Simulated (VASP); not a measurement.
Set up this calculation in VASP 6.6.1, as the native input.

| Property | Result |
| --- | --- |
| Task | relaxation of cell and atoms |
| Functional | PBE |
| Potentials or basis | VASP PAW PBE potentials, release 64 (Hf_pv, B) |
| Cutoff | 600 eV |
| k mesh | 8 × 8 × 8 |
| Occupations | gaussian, width 0.1 eV |
| Spin | no spin polarisation |
| Dipole correction | no |
| Further INCAR settings | ALGO = Normal; EDIFF = 1e-07; IBRION = 2; EDIFFG = -0.01; NSW = 100; ISIF = 3 |

The structure of Hf3B lies in POSCAR:

```
Hf3B
1.0
    5.2337917840      0.0000000000      0.0000000000
    0.0000000000      5.2337917840      0.0000000000
    0.0000000000      0.0000000000      5.2337917840
Hf B
6 2
Direct
    0.2500000000      0.0000000000      0.5000000000
    0.7500000000      0.0000000000      0.5000000000
    0.0000000000      0.5000000000      0.2500000000
    0.0000000000      0.5000000000      0.7500000000
    0.5000000000      0.7500000000      0.0000000000
    0.5000000000      0.2500000000      0.0000000000
    0.0000000000      0.0000000000      0.0000000000
    0.5000000000      0.5000000000      0.5000000000
```

The input as run:

INCAR

```
ALGO     = Normal         # electronic algorithm
EDIFF    = 1E-7           # SCF threshold, eV
EDIFFG   = -0.01          # ionic threshold
ENCUT    = 600            # plane-wave cutoff, eV
GGA      = PE             # functional
IBRION   = 2              # ionic algorithm
ISIF     = 3              # what is computed and relaxed
ISMEAR   = 0              # smearing method
LASPH    = True           # aspherical terms in the spheres
LCHARG   = False          # write CHGCAR
LREAL    = False          # projectors in reciprocal space
LWAVE    = False          # write WAVECAR
NELM     = 100            # most SCF steps
NSW      = 100            # ionic steps
PREC     = Accurate       # precision mode
SIGMA    = 0.1            # smearing width, eV
```

KPOINTS

```
k-points
0
Gamma
  8 8 8
```

Potentials or basis: VASP PAW PBE potentials, release 64 (Hf_pv, B).

Run with:

```console
$ cat potpaw_PBE.64/Hf_pv/POTCAR potpaw_PBE.64/B/POTCAR > POTCAR
$ mpirun -np 1 vasp_std > vasp.out
```

It gave:

* Relaxed volume: 17.89 Å³/atom
* Relaxed cell: a = 5.230 Å, b = 5.230 Å, c = 5.230 Å, α = 90.00°, β = 90.00°, γ = 90.00°
* Space group after relaxing (to 0.05 Å): Pm-3n (No. 223)
* Energy gained by relaxing: 0.0 meV/atom
* Ionic steps: 3
* Pressure after relaxing: 0.0 GPa
* Band gap on the k mesh: zero (band 33 reaches 6.29 eV, above the bottom of band 34 at 4.82 eV)

Caveat: spin-orbit coupling is left out, which moves the levels of the heavy elements.

It took 4 min on 1 thread of AMD EPYC 9R45 96-Core Processor (Zen 5) (shared host), peak memory 0.36 GiB.
